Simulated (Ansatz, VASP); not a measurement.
**Two plane-wave programs on Cl**

```
CELL_PARAMETERS angstrom
4.39271 0.00000 0.00000
-2.19635 3.80420 0.00000
0.00000 0.00000 5.59685
ATOMIC_POSITIONS crystal
Cl 0.00000 0.00000 0.82105
Cl 0.00000 0.00000 0.17895
```

Alike in both runs: functional PBE; k mesh 6 × 6 × 4; occupations gaussian, width 0.1 eV; no spin polarisation.

Ansatz relaxed the structure, and its values are those at the end. VASP's run is a single point on that final structure, the one shown.

|  | VASP | Ansatz |
| --- | --- | --- |
| version | VASP 6.6.1 | Ansatz 0.2.0 |
| potentials or method | VASP PAW PBE potentials, release 64 (Cl), cutoff 520 eV | scalar-relativistic, plane waves, PAW |
| valence electrons in the cell | 14 | 14 |

```csv
,VASP,Ansatz,Ansatz less VASP
gap on the k mesh at the Fermi level (eV),1.91,1.86,-0.046
least direct gap on the mesh (eV),2.04,2.00,-0.046
pressure (GPa),-0.2,0.1,+0.26
rms of the force components (eV/Å),0.129,0.020,-0.1086
```

With one functional, cell and mesh, what is left measures potentials, basis and numerics.
